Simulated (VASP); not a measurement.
# SrNi3 (Pm-3m) in VASP: settings compared, part 3 of 4

VASP 6.6.1. Earlier steps stand in the parts before.

### 5 Single point, PBE, collinear spin, ferromagnetic start (volume scaled by 1.100)

INCAR

```
SYSTEM = SrNi3
PREC = Accurate
ENCUT = 520
EDIFF = 1E-6
ISMEAR = 0
SIGMA = 0.05
LREAL = .FALSE.
LASPH = .TRUE.
NELM = 150
ALGO = Fast
ISIF = 2
LWAVE = .FALSE.
LCHARG = .FALSE.
ISPIN = 2
MAGMOM = 0 0.45 0.45 0.45
LORBIT = 11
LMAXMIX = 4
GGA = PE
NBANDS = 32
```

KPOINTS

```
Automatic mesh
0
G
  8 8 8
  0 0 0
```

POSCAR

```
SrNi3
1.0
    4.1235941252      0.0000000000      0.0000000000
    0.0000000000      4.1235941252      0.0000000000
    0.0000000000      0.0000000000      4.1235941252
Sr Ni
1 3
Direct
    0.0000000000      0.0000000000      0.0000000000
    0.0000000000      0.5000000000      0.5000000000
    0.5000000000      0.5000000000      0.0000000000
    0.5000000000      0.0000000000      0.5000000000
```

Potentials or basis: VASP PAW PBE potentials, release 64 (Sr_sv, Ni).

Run with:

```console
> cat potpaw_PBE.64/Sr_sv/POTCAR potpaw_PBE.64/Ni/POTCAR > POTCAR
> mpirun -np 1 vasp_std > vasp.out
```

OUTCAR:

```text
SYSTEM = SrNi3
   PREC = Accurate
   ENCUT = 520
   EDIFF = 1E-6
   ISMEAR = 0
   LREAL = .FALSE.
   LASPH = .TRUE.
   NELM = 150
   ISIF = 2
   ISPIN = 2
   LORBIT = 11
   GGA = PE

 ion  position               nearest neighbor table
   1  0.000  0.000  0.000-   2 2.92   3 2.92   4 2.92   2 2.92   4 2.92   2 2.92   3 2.92   2 2.92
                             3 2.92   4 2.92   4 2.92   3 2.92
   2  0.000  0.500  0.500-   1 2.92   3 2.92   4 2.92   1 2.92   3 2.92   1 2.92   4 2.92   1 2.92
                             3 2.92   4 2.92   3 2.92   4 2.92
   3  0.500  0.500  0.000-   1 2.92   2 2.92   4 2.92   2 2.92   4 2.92   1 2.92   4 2.92   4 2.92
                             1 2.92   2 2.92   2 2.92   1 2.92
   4  0.500  0.000  0.500-   1 2.92   2 2.92   3 2.92   1 2.92   3 2.92   2 2.92   3 2.92   3 2.92
                             1 2.92   2 2.92   1 2.92   2 2.92

  LATTYP: Found a simple cubic cell.
 ALAT       =     4.1235941252

  Lattice vectors:

 A1 = (   4.1235941252,   0.0000000000,   0.0000000000)
 A2 = (   0.0000000000,   4.1235941252,   0.0000000000)
 A3 = (   0.0000000000,   0.0000000000,   4.1235941252)

Analysis of symmetry for initial positions (statically):
=====================================================================
 Subroutine PRICEL returns:
 Original cell was already a primitive cell.

 Routine SETGRP: Setting up the symmetry group for a
 simple cubic supercell.

 Subroutine GETGRP returns: Found 48 space group operations
 (whereof 48 operations were pure point group operations)
 out of a pool of 48 trial point group operations.

The static configuration has the point symmetry O_h .

Analysis of symmetry for dynamics (positions and initial velocities):
=====================================================================
 Subroutine PRICEL returns:
 Original cell was already a primitive cell.

 Routine SETGRP: Setting up the symmetry group for a
 simple cubic supercell.

 Subroutine GETGRP returns: Found 48 space group operations
 (whereof 48 operations were pure point group operations)
 out of a pool of 48 trial point group operations.

The dynamic configuration has the point symmetry O_h .

Analysis of structural, dynamic, and magnetic symmetry:
=====================================================================
 Subroutine PRICEL returns:
 Original cell was already a primitive cell.

 Routine SETGRP: Setting up the symmetry group for a
 simple cubic supercell.

 Subroutine GETGRP returns: Found 48 space group operations
 (whereof 48 operations were pure point group operations)
 out of a pool of 48 trial point group operations.

The overall configuration has the point symmetry O_h .

 Subroutine INISYM returns: Found 48 space group operations
 (whereof 48 operations are pure point group operations),
 and found     1 'primitive' translations

----------------------------------------------------------------------------------------

                                     Primitive cell

  volume of cell :      70.1177

  direct lattice vectors                    reciprocal lattice vectors
     4.123594125  0.000000000  0.000000000     0.242506893  0.000000000  0.000000000
     0.000000000  4.123594125  0.000000000     0.000000000  0.242506893  0.000000000
     0.000000000  0.000000000  4.123594125     0.000000000  0.000000000  0.242506893

  length of vectors
     4.123594125  4.123594125  4.123594125     0.242506893  0.242506893  0.242506893

  position of ions in fractional coordinates (direct lattice)
     0.000000000  0.000000000  0.000000000
     0.000000000  0.500000000  0.500000000
     0.500000000  0.500000000  0.000000000
[... 81 lines left out ...]
   LREAL  =      F    real-space projection
   EDIFFG = 0.1E-04   stopping-criterion for IOM
   NSW    =      0    number of steps for IOM
   IBRION =     -1    ionic relax: 0-MD 1-quasi-New 2-CG
   NFREE  =      0    steps in history (QN), initial steepest desc. (CG)
   ISIF   =      2    stress and relaxation
   ISYM   =      2    0-nonsym 1-usesym 2-fastsym
   POTIM  = 0.5000    time-step for ionic-motion
   TEBEG  =    0.0;   TEEND  =   0.0 temperature during run
   PSTRESS=    0.0 pullay stress
   NELECT =      40.0000    total number of electrons
   NUPDOWN=      -1.0000    fix difference up-down
   EMIN   =  10.00;   EMAX   =-10.00  energy-range for DOS
   EFERMI =   0.00;   METHOD = LEGACY
   ISMEAR =     0;   SIGMA  =   0.05  broadening in eV -4-tet -1-fermi 0-gaus
   EFERMI_NEDOS =   21; number of points for ismear=-14 and -15
   IALGO  =     68    algorithm
   IMIX   =      4    mixing-type and parameters
     AMIX     =   0.40;   BMIX     =  1.00
     AMIX_MAG =   1.60;   BMIX_MAG =  1.00
  volume/ion in A,a.u.               =      17.53       118.29
  Fermi-wavevector in a.u.,A,eV,Ry     =   1.357747  2.565770 25.082034  1.843477
  Thomas-Fermi vector in A             =   2.484639
   LORBIT       =     11    0 simple, 1 ext, 2 COOP (PROOUT), +10 PAW based schemes
   GGA     = PE    functional components
   LHFCALC =     F    Hartree Fock is set to
   AEXX    =    0.0000 exact exchange contribution
   IVDW    =     0    specifies the selected vdW correction
   LEPSILON=     F    determine dielectric tensor
   LRPA    =     F    only Hartree local field effects (RPA)
 spin polarized calculation
 RMM-DIIS sequential band-by-band and
 Gauss-broadening in eV      SIGMA  =   0.05
  energy-cutoff  :      520.00
  volume of cell :       70.12
 maximum number of plane-waves:      1924
 NGX is ok and might be reduce to    32
   NGX = 15   NGY = 15   NGZ = 15

 number of electron      40.0000064 magnetization       1.0739784

 Free energy of the ion-electron system (eV)
  ---------------------------------------------------
  ext. energy  EPLUGINS =         0.00000000
  ---------------------------------------------------
  free energy    TOTEN  =       -16.17101427 eV

  energy without entropy =      -16.16494963  energy(sigma->0) =      -16.16798195

 E-fermi :   4.8567     XC(G=0): -10.9635

 val. band max:        4.8545087895   @ k =   0.5000   0.2500   0.0000
 cond. band min:       4.8597634315   @ k =   0.5000   0.3750   0.1250
 fundamental gap:      0.0052546420
 Fermi energy:         4.8566883536

 spin component 1

 k-point     1 :       0.0000    0.0000    0.0000
  band No.  band energies     occupation
      1     -28.9070      1.00000
      2     -11.0430      1.00000
      3     -11.0430      1.00000
      4     -11.0430      1.00000
      5      -0.8942      1.00000
      6       2.2321      1.00000
[... 829 lines left out ...]
     31      14.9206      0.00000
     32      16.9557      0.00000

 [... further k-points ...]

 spin component 2

 k-point     1 :       0.0000    0.0000    0.0000
  band No.  band energies     occupation
      1     -28.9256      1.00000
      2     -11.0670      1.00000
      3     -11.0670      1.00000
      4     -11.0670      1.00000
      5      -0.9294      1.00000
      6       2.4175      1.00000
[... 829 lines left out ...]
     31      14.9213      0.00000
     32      16.9443      0.00000

 [... further k-points ...]
[... 5 lines left out ...]
  --------------------------------------------------------------------------------------
  -------------------------------------------------------------------------------------
  Total       -2.3949916     -2.3949916     -2.3949916      0.0000000     -0.0000000     -0.0000000
  in kB      -54.7251337    -54.7251337    -54.7251337      0.0000000     -0.0000000     -0.0000000
  external PRESSURE =     -54.7251337 kB  Pullay stress =       0.0000000 kB

 VOLUME and BASIS-vectors are now :
 -----------------------------------------------------------------------------
  energy-cutoff  :      520.00
  volume of cell :       70.12
      direct lattice vectors                 reciprocal lattice vectors
     4.123594125  0.000000000  0.000000000     0.242506893  0.000000000  0.000000000
     0.000000000  4.123594125  0.000000000     0.000000000  0.242506893  0.000000000
     0.000000000  0.000000000  4.123594125     0.000000000  0.000000000  0.242506893

 POSITION                                       TOTAL-FORCE (eV/Angst)
 -----------------------------------------------------------------------------------
      0.00000      0.00000      0.00000         0.000000      0.000000      0.000000
      0.00000      2.06180      2.06180         0.000000      0.000000      0.000000
      2.06180      2.06180      0.00000         0.000000      0.000000      0.000000
      2.06180      0.00000      2.06180         0.000000      0.000000      0.000000
 -----------------------------------------------------------------------------------
    total drift:                                0.000000     -0.000000     -0.000000

  FREE ENERGIE OF THE ION-ELECTRON SYSTEM (eV)
  ---------------------------------------------------
  free  energy   TOTEN  =       -16.1710142737 eV

  energy  without entropy=      -16.1649496254  energy(sigma->0) =      -16.16798195

 total charge

# of ion       s       p       d       tot
------------------------------------------
    1        2.059   5.759   0.377   8.195
    2        0.428   0.210   8.371   9.009
    3        0.428   0.210   8.371   9.009
    4        0.428   0.210   8.371   9.009
--------------------------------------------------
tot          3.344   6.388  25.491  35.222

 magnetization (x)

# of ion       s       p       d       tot
------------------------------------------
    1        0.000  -0.008  -0.021  -0.029
    2       -0.007  -0.007   0.416   0.402
    3       -0.007  -0.007   0.416   0.402
    4       -0.007  -0.007   0.416   0.402
--------------------------------------------------
tot         -0.020  -0.030   1.226   1.177
```

stdout:

```text
POSCAR found type information on POSCAR SrNi
 POSCAR found :  2 types and       4 ions
 scaLAPACK will be used
 LDA part: xc-table for (Slater+PW92), standard interpolation
 POSCAR, INCAR and KPOINTS ok, starting setup
 FFT: planning ... GRIDC
 FFT: planning ... GRID_SOFT
 FFT: planning ... GRID
 WAVECAR not read
 entering main loop
WARNING in EDDRMM: call to ZHEGV failed, returncode =   6  3     27
WARNING in EDDRMM: call to ZHEGV failed, returncode =   6  3     13
```

Run time: 2.1 min. Hardware: 1 thread of Oxide Virtual Turin-like, shared host; peak memory 0.24 GiB.

What came out:

- Free energy: -16.1710 eV
- Pressure: -5.5 GPa
- Net moment: 1.07 μB per cell
- Site moments: Sr -0.03; Ni +0.40 μB
- Valence electrons inside the program's atomic spheres: Sr 8.20; Ni 9.01

[end of part 3 of 4]
